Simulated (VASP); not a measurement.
# TaN (Cm) in VASP: notebook

The runs below take TaN through single point, with LDA.

Everything below comes from runs of VASP 6.6.1. Logs are shortened: lines on timing, memory, paths and dates and some standing lists are left out, and cuts for length are marked.

### Step 1. The cell of the first run

The structure is monoclinic, space group Cm (No. 8). The conventional cell has a = 5.089 Å, b = 2.938 Å, c = 2.883 Å, α = 90.00°, β = 90.00°, γ = 90.00°. Ta (site symmetry m) has 6 N at 2.13 to 2.30 Å and 8 Ta at 2.88 to 2.94 Å within 3.0 Å. Within 3.0 Å of N (site symmetry m) lie 6 Ta at 2.13 to 2.30 Å and 8 N at 2.88 to 2.94 Å.

### Step 2. Single point, LDA

File INCAR:

```
SYSTEM = TaN
PREC = Accurate
ENCUT = 520
EDIFF = 1E-7
ISMEAR = 0
SIGMA = 0.15
LREAL = .FALSE.
LASPH = .TRUE.
NELM = 80
ALGO = Normal
ISIF = 2
LWAVE = .FALSE.
LCHARG = .FALSE.
NBANDS = 15
```

File KPOINTS:

```
Automatic mesh
0
G
  18 18 16
  0 0 0
```

File POSCAR:

```
TaN
1.0
    2.9379988584      0.0000000000      0.0000000000
   -1.4689994292      2.5443816477      0.0000000000
    0.0000000000      0.0000000000      2.8830000000
Ta N
1 1
Direct
    0.3183589795      0.6367179589      0.4775384692
    0.0000000000      0.0000000000      0.0000000000
```

Potentials or basis: VASP PAW LDA potentials, release 64 (Ta_pv, N).

Started as:

```bash
$ cat potpaw_LDA.64/Ta_pv/POTCAR potpaw_LDA.64/N/POTCAR > POTCAR
$ mpirun -np 1 vasp_std > vasp.out
```

OUTCAR:

```text
SYSTEM = TaN
   PREC = Accurate
   ENCUT = 520
   EDIFF = 1E-7
   ISMEAR = 0
   LREAL = .FALSE.
   LASPH = .TRUE.
   NELM = 80
   ISIF = 2

 ion  position               nearest neighbor table
   1  0.318  0.637  0.478-   2 2.13   2 2.21   2 2.22   2 2.22   2 2.30   2 2.30
   2  0.000  0.000  0.000-   1 2.13   1 2.21   1 2.22   1 2.22   1 2.30   1 2.30

  LATTYP: Found a hexagonal cell.
 ALAT       =     2.9379988584
 C/A-ratio  =     0.9812801635

  Lattice vectors:

 A1 = (   2.9379988584,   0.0000000000,   0.0000000000)
 A2 = (  -1.4689994292,   2.5443816477,   0.0000000000)
 A3 = (   0.0000000000,   0.0000000000,   2.8830000000)

Analysis of symmetry for initial positions (statically):
=====================================================================
 Subroutine PRICEL returns:
 Original cell was already a primitive cell.

 Routine SETGRP: Setting up the symmetry group for a
 hexagonal supercell.

 Subroutine GETGRP returns: Found  2 space group operations
 (whereof  2 operations were pure point group operations)
 out of a pool of 24 trial point group operations.

The static configuration has the point symmetry C_1h.

Analysis of symmetry for dynamics (positions and initial velocities):
=====================================================================
 Subroutine PRICEL returns:
 Original cell was already a primitive cell.

 Routine SETGRP: Setting up the symmetry group for a
 hexagonal supercell.

 Subroutine GETGRP returns: Found  2 space group operations
 (whereof  2 operations were pure point group operations)
 out of a pool of 24 trial point group operations.

The dynamic configuration has the point symmetry C_1h.

 Subroutine INISYM returns: Found  2 space group operations
 (whereof  2 operations are pure point group operations),
 and found     1 'primitive' translations

----------------------------------------------------------------------------------------

                                     Primitive cell

  volume of cell :      21.5516

  direct lattice vectors                    reciprocal lattice vectors
     2.937998858  0.000000000  0.000000000     0.340367729  0.196511400  0.000000000
    -1.468999429  2.544381648  0.000000000     0.000000000  0.393022800  0.000000000
     0.000000000  0.000000000  2.883000000     0.000000000  0.000000000  0.346860909

  length of vectors
     2.937998858  2.937998858  2.883000000     0.393022800  0.393022800  0.346860909

  position of ions in fractional coordinates (direct lattice)
     0.318358979  0.636717959  0.477538469
     0.000000000  0.000000000  0.000000000

  ion indices of the primitive-cell ions
   primitive index   ion index
                 1           1
                 2           2

----------------------------------------------------------------------------------------

 KPOINTS: Automatic mesh

Automatic generation of k-mesh.
 Grid dimensions read from file:
 generate k-points for:   18   18   16

 Generating k-lattice:

  Cartesian coordinates                     Fractional coordinates (reciprocal lattice)
     0.018909318  0.010917300  0.000000000     0.055555556 -0.000000000  0.000000000
     0.000000000  0.021834600  0.000000000     0.000000000  0.055555556  0.000000000
     0.000000000  0.000000000  0.021678807     0.000000000  0.000000000  0.062500000

  Length of vectors
     0.021834600  0.021834600  0.021678807

  Shift w.r.t. Gamma in fractional coordinates (k-lattice)
     0.000000000  0.000000000  0.000000000

 Subroutine IBZKPT returns following result:
 ===========================================

 Found   1379 irreducible k-points:

 Following reciprocal coordinates:
            Coordinates               Weight
  0.000000  0.000000  0.000000      1.000000
  0.055556  0.000000  0.000000      4.000000
  0.000000  0.055556  0.000000      2.000000
  0.111111  0.000000  0.000000      4.000000
  0.000000  0.111111  0.000000      2.000000
  0.166667  0.000000  0.000000      4.000000
[... 16 lines left out ...]
 -0.055556  0.166667  0.000000      4.000000
 -0.166667  0.111111  0.000000      4.000000
 [... further k-points ...]
   k-points           NKPTS =   1379   k-points in BZ     NKDIM =   1379   number of bands    NBANDS=     15
   number of dos      NEDOS =    301   number of ions     NIONS =      2
   total plane-waves  NPLWV =  13824
   dimension x,y,z NGX =    24 NGY =   24 NGZ =   24
   dimension x,y,z NGXF=    48 NGYF=   48 NGZF=   48
   ions per type =               1   1
   NGX,Y,Z   is equivalent  to a cutoff of  13.58, 13.58, 13.84 a.u.
   NGXF,Y,Z  is equivalent  to a cutoff of  27.16, 27.16, 27.68 a.u.
 SYSTEM =  TaN
   PREC   = accura    normal or accurate (medium, high low for compatibility)
   ISTART =      0    job   : 0-new  1-cont  2-samecut
   ICHARG =      2    charge: 1-file 2-atom 10-const
   ISPIN  =      1    spin polarized calculation?
   LNONCOLLINEAR =      F non collinear calculations
   LSORBIT =      F    spin-orbit coupling
   LASPH  =      T    aspherical Exc in radial PAW
   ENCUT  =  520.0 eV  38.22 Ry    6.18 a.u.   5.46  5.46  5.36*2*pi/ulx,y,z
   NELM   =     80;   NELMIN=  2; NELMDL= -5     # of ELM steps
   EDIFF  = 0.1E-06   stopping-criterion for ELM
   LREAL  =      F    real-space projection
   EDIFFG = 0.1E-05   stopping-criterion for IOM
   NSW    =      0    number of steps for IOM
   IBRION =     -1    ionic relax: 0-MD 1-quasi-New 2-CG
   NFREE  =      0    steps in history (QN), initial steepest desc. (CG)
   ISIF   =      2    stress and relaxation
   ISYM   =      2    0-nonsym 1-usesym 2-fastsym
   POTIM  = 0.5000    time-step for ionic-motion
   TEBEG  =    0.0;   TEEND  =   0.0 temperature during run
   PSTRESS=    0.0 pullay stress
   NELECT =      16.0000    total number of electrons
   NUPDOWN=      -1.0000    fix difference up-down
   EMIN   =  10.00;   EMAX   =-10.00  energy-range for DOS
   EFERMI =   0.00;   METHOD = LEGACY
   ISMEAR =     0;   SIGMA  =   0.15  broadening in eV -4-tet -1-fermi 0-gaus
   EFERMI_NEDOS =   21; number of points for ismear=-14 and -15
   IALGO  =     38    algorithm
   IMIX   =      4    mixing-type and parameters
     AMIX     =   0.40;   BMIX     =  1.00
     AMIX_MAG =   1.60;   BMIX_MAG =  1.00
  volume/ion in A,a.u.               =      10.78        72.72
  Fermi-wavevector in a.u.,A,eV,Ry     =   1.482366  2.801265 29.897546  2.197408
  Thomas-Fermi vector in A             =   2.596161
   LORBIT       =      0    0 simple, 1 ext, 2 COOP (PROOUT), +10 PAW based schemes
   GGA     = CA    functional components
   LHFCALC =     F    Hartree Fock is set to
   AEXX    =    0.0000 exact exchange contribution
   IVDW    =     0    specifies the selected vdW correction
   LEPSILON=     F    determine dielectric tensor
   LRPA    =     F    only Hartree local field effects (RPA)
 non-spin polarized calculation
 Gauss-broadening in eV      SIGMA  =   0.15
  energy-cutoff  :      520.00
  volume of cell :       21.55
 maximum number of plane-waves:       605
 NGX is ok and might be reduce to    24
   NGX = 11   NGY = 11   NGZ = 11

 number of electron      16.0000000 magnetization

 Free energy of the ion-electron system (eV)
  ---------------------------------------------------
  ext. energy  EPLUGINS =         0.00000000
  ---------------------------------------------------
  free energy    TOTEN  =       -24.63388693 eV

  energy without entropy =      -24.63314254  energy(sigma->0) =      -24.63351474

 E-fermi :   8.0671     XC(G=0): -13.5785

 val. band max:        8.0519961177   @ k =   0.0000   0.0000   0.4375
 cond. band min:       8.0986642827   @ k =   0.0000   0.0556   0.5000
 fundamental gap:      0.0466681650
 Fermi energy:         8.0670646291

 k-point     1 :       0.0000    0.0000    0.0000
  band No.  band energies     occupation
      1     -26.5190      2.00000
      2     -26.2546      2.00000
      3     -26.2502      2.00000
      4      -9.4286      2.00000
      5       3.4565      2.00000
      6       3.4612      2.00000
      7       3.9108      2.00000
      8       5.4140      2.00000
      9      10.2673      0.00000
     10      11.4456      0.00000
     11      11.8646      0.00000
     12      12.1284      0.00000
     13      12.2909      0.00000
     14      20.5018      0.00000
     15      21.1794      0.00000

 k-point     2 :       0.0556    0.0000    0.0000
  band No.  band energies     occupation
      1     -26.5147      2.00000
      2     -26.2881      2.00000
      3     -26.2586      2.00000
      4      -9.3640      2.00000
      5       3.2634      2.00000
      6       3.5315      2.00000
      7       3.9680      2.00000
      8       5.3371      2.00000
      9      10.4516      0.00000
     10      11.4491      0.00000
     11      11.8026      0.00000
     12      12.1261      0.00000
     13      12.3238      0.00000
     14      20.5019      0.00000
     15      21.1458      0.00000

 k-point     3 :       0.0000    0.0556    0.0000
  band No.  band energies     occupation
      1     -26.5146      2.00000
      2     -26.2853      2.00000
      3     -26.2621      2.00000
      4      -9.3599      2.00000
      5       3.2865      2.00000
      6       3.5142      2.00000
      7       3.9580      2.00000
      8       5.3176      2.00000
      9      10.4494      0.00000
     10      11.3816      0.00000
     11      11.8450      0.00000
     12      12.2257      0.00000
     13      12.2756      0.00000
     14      20.5042      0.00000
     15      21.2395      0.00000

 k-point     4 :       0.1111    0.0000    0.0000
  band No.  band energies     occupation
      1     -26.5025      2.00000
      2     -26.3858      2.00000
      3     -26.2797      2.00000
      4      -9.1775      2.00000
      5       2.8055      2.00000
      6       3.6754      2.00000
      7       4.1264      2.00000
      8       5.1426      2.00000
      9      10.7684      0.00000
     10      11.4532      0.00000
     11      11.7346      0.00000
     12      12.1294      0.00000
     13      12.4848      0.00000
     14      20.5022      0.00000
     15      21.0655      0.00000
[... 307 lines left out ...]
 k-point    22 :       0.1111    0.0556    0.0000
  band No.  band energies     occupation
      1     -26.4935      2.00000
      2     -26.4712      2.00000
      3     -26.3035      2.00000
      4      -8.9899      2.00000
      5       2.4522      2.00000
      6       3.7591      2.00000
      7       4.2298      2.00000
      8       4.9845      2.00000
      9      10.5698      0.00000
     10      11.6366      0.00000
     11      11.8557      0.00000
     12      12.2494      0.00000
     13      12.6880      0.00000
     14      20.5074      0.00000
     15      21.1820      0.00000

 k-point    23 :      -0.0556    0.1667    0.0000
  band No.  band energies     occupation
      1     -26.4934      2.00000
      2     -26.4709      2.00000
      3     -26.3055      2.00000
      4      -8.9773      2.00000
      5       2.4384      2.00000
      6       3.7783      2.00000
      7       4.2087      2.00000
      8       4.9480      2.00000
      9      10.4549      0.00000
     10      11.7139      0.00000
     11      11.8992      0.00000
     12      12.2277      0.00000
     13      12.7666      0.00000
     14      20.5106      0.00000
     15      21.3880      0.00000

 k-point    24 :      -0.1667    0.1111    0.0000
  band No.  band energies     occupation
      1     -26.4931      2.00000
      2     -26.4704      2.00000
      3     -26.3024      2.00000
      4      -9.0079      2.00000
      5       2.4180      2.00000
      6       3.8352      2.00000
      7       4.2223      2.00000
      8       5.0376      2.00000
      9      10.9478      0.00000
     10      11.2362      0.00000
     11      11.7568      0.00000
     12      12.2710      0.00000
     13      12.6933      0.00000
     14      20.4991      0.00000
     15      20.9382      0.00000

 [... further k-points ...]
[... 5 lines left out ...]
  --------------------------------------------------------------------------------------
  -------------------------------------------------------------------------------------
  Total       -1.2501014     -0.8980805     -1.1114301      0.0000000      0.2615707      0.0000000
  in kB      -92.9345748    -66.7647665    -82.6255235      0.0000000     19.4455941      0.0000000
  external PRESSURE =     -80.7749549 kB  Pullay stress =       0.0000000 kB

 VOLUME and BASIS-vectors are now :
 -----------------------------------------------------------------------------
  energy-cutoff  :      520.00
  volume of cell :       21.55
      direct lattice vectors                 reciprocal lattice vectors
     2.937998858  0.000000000  0.000000000     0.340367729  0.196511400  0.000000000
    -1.468999429  2.544381648  0.000000000     0.000000000  0.393022800  0.000000000
     0.000000000  0.000000000  2.883000000     0.000000000  0.000000000  0.346860909

 POSITION                                       TOTAL-FORCE (eV/Angst)
 -----------------------------------------------------------------------------------
      0.00000      1.62005      1.37674        -0.000000      1.023657      0.895491
      0.00000      0.00000      0.00000         0.000000     -1.023657     -0.895491
 -----------------------------------------------------------------------------------
    total drift:                               -0.000000      0.000009     -0.000008

  FREE ENERGIE OF THE ION-ELECTRON SYSTEM (eV)
  ---------------------------------------------------
  free  energy   TOTEN  =       -24.6338869347 eV

  energy  without entropy=      -24.6331425400  energy(sigma->0) =      -24.63351474
```

Run time: 1.9 min. Hardware: 1 thread of Intel Xeon 6975P-C (Granite Rapids), shared host; peak memory 0.52 GiB.

Results:

| Item | Value |
| --- | --- |
| Free energy | -24.6339 eV |
| Pressure | -8.1 GPa |
| Largest force | 1.360 eV/Å |
| Band gap on the k mesh | zero (bands 8 and 9 overlap by 0.19 eV) |

Forces in eV/Å, atoms in the order of the input:
```
Ta   0.000  1.024  0.895
N    0.000 -1.024 -0.895
```

Levels at points of the mesh, in eV from the Fermi level:
```csv
k point,band 5,band 6,band 7,band 8,band 9,band 10,band 11,band 12
"(0.00, 0.00, 0.00)",-4.61,-4.61,-4.16,-2.65,2.20,3.38,3.80,4.06
"(0.50, 0.00, 0.00)",-8.09,-5.06,-3.81,-2.71,2.95,4.08,4.90,5.36
"(0.00, 0.50, 0.00)",-8.40,-5.37,-3.44,-3.05,3.07,4.02,5.23,5.60
"(0.00, 0.00, 0.50)",-9.26,-4.13,-3.32,-0.09,-0.07,2.56,2.70,4.01
"(0.50, 0.00, 0.50)",-7.36,-6.19,-5.70,-0.10,4.10,5.34,6.08,7.27
"(0.00, 0.50, 0.50)",-7.08,-5.84,-5.48,-0.52,4.27,5.36,6.11,6.80
```

Caveat: the cell differs from its parent crystal (all Ta atoms moved +0.100 Å, as atom 1 towards its neighbour atom 2 (N) at 2.226 Å); the cell stands under tension; spin-orbit coupling is left out, which moves the levels of the heavy elements; forces of over 1 eV/Å act on the atoms, so gaps and moduli don't describe the material at rest.

### Step 3. Single point, LDA

File INCAR:

```
SYSTEM = TaN
PREC = Accurate ; ENCUT = 520
EDIFF = 1E-6 ; ISMEAR = 0
SIGMA = 0.15 ; LREAL = .FALSE.
LASPH = .TRUE. ; NELM = 80
ALGO = Normal ; ISIF = 2
LWAVE = .FALSE. ; LCHARG = .TRUE.
LELF = .TRUE. ; LVHAR = .TRUE.
NBANDS = 15
```

File KPOINTS:

```
regular mesh
0
G
  18 18 16
  0 0 0
```

POSCAR: that of step 2 with these lines changed.

```diff
@@ -8,3 +8,3 @@
 Direct
-    0.3183589795      0.6367179589      0.4775384692
+    0.3445640987      0.6891281975      0.5168461481
     0.0000000000      0.0000000000      0.0000000000
```

Potentials or basis: VASP PAW LDA potentials, release 64 (Ta_pv, N).

Started as:

```bash
$ cat potpaw_LDA.64/Ta_pv/POTCAR potpaw_LDA.64/N/POTCAR > POTCAR
$ mpirun -np 1 vasp_std > vasp.out
```

It took 1.8 min on 1 thread of Intel Xeon 6975P-C (Granite Rapids), shared host; peak memory 0.52 GiB.

Results (log left out):

| Property | Result |
| --- | --- |
| Free energy | -24.6643 eV |
| Pressure | -8.9 GPa |
| Largest force | 0.970 eV/Å |
| Band gap on the k mesh | zero (bands 8 and 9 overlap by 0.29 eV) |

Forces in eV/Å, atoms in the order of the input:
```
Ta   0.000 -0.709 -0.662
N    0.000  0.709  0.662
```

Stress tensor (GPa, compression positive):
```
-8.10  0.00  0.00
 0.00 -9.13  0.94
 0.00  0.94 -9.39
```

Levels at points of the mesh, in eV from the Fermi level:
| k point | band 4 | band 5 | band 6 | band 7 | band 8 | band 9 | band 10 | band 11 | band 12 | band 13 |
| --- | --- | --- | --- | --- | --- | --- | --- | --- | --- | --- |
| (0.00, 0.00, 0.00) | -17.51 | -4.64 | -4.46 | -4.22 | -2.74 | 2.31 | 3.29 | 3.83 | 3.98 | 4.16 |
| (0.50, 0.00, 0.00) | -15.10 | -8.29 | -5.25 | -3.69 | -2.83 | 2.99 | 4.03 | 5.27 | 5.38 | 7.67 |
| (0.00, 0.50, 0.00) | -15.28 | -8.05 | -4.99 | -3.43 | -3.16 | 2.95 | 4.09 | 4.72 | 5.35 | 7.70 |
| (0.00, 0.00, 0.50) | -14.79 | -9.27 | -4.04 | -3.41 | -0.12 | -0.06 | 2.51 | 2.83 | 3.83 | 8.32 |
| (0.50, 0.00, 0.50) | -15.56 | -7.20 | -6.00 | -5.57 | -0.37 | 4.16 | 5.35 | 6.09 | 6.98 | 10.36 |
| (0.00, 0.50, 0.50) | -15.36 | -7.43 | -6.27 | -5.80 | -0.02 | 4.18 | 5.34 | 6.06 | 7.33 | 9.83 |

Caveat: the cell differs from its parent crystal (all Ta atoms moved -0.075 Å, as atom 1 towards its neighbour atom 2 (N) at 2.226 Å); the cell stands under tension; spin-orbit coupling is left out, which moves the levels of the heavy elements.
